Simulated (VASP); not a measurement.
A run of VASP 6.6.1:

INCAR

```
ALGO = Normal ; EDIFF = 1E-7
ENCUT = 520 ; GGA = RE
ISIF = 2 ; ISMEAR = -1
LASPH = T ; LCHARG = F
LREAL = F ; LWAVE = F
NBANDS = 16 ; NELM = 80
PREC = Accurate ; SIGMA = 0.05
```

Contents of KPOINTS:

```
k-points
0
Gamma
  7 7 7
```

The input POSCAR:

```
HgTe
1.0
    0.0000000000      3.2145000000      3.2145000000
    3.2145000000      0.0000000000      3.2145000000
    3.2145000000      3.2145000000      0.0000000000
Hg Te
1 1
Direct
    0.0000000000      0.0000000000      0.0000000000
    0.7500000000      0.7500000000      0.7500000000
```

Potentials or basis: VASP PAW PBE potentials, release 64 (Hg, Te).

Launch:

```console
$ cat potpaw_PBE.64/Hg/POTCAR potpaw_PBE.64/Te/POTCAR > POTCAR
$ mpirun -np 1 vasp_std > vasp.out
```

Hardware: 1 thread of Intel(R) Xeon(R) Platinum 8259CL CPU @ 2.50GHz (Skylake/Cascade Lake), with other jobs on the host.

Estimate the wall time of this run.

It took 22 s on 1 thread of Intel(R) Xeon(R) Platinum 8259CL CPU @ 2.50GHz (Skylake/Cascade Lake) (shared host), peak memory 0.21 GiB. Counts: scf iterations 17, k points 20.
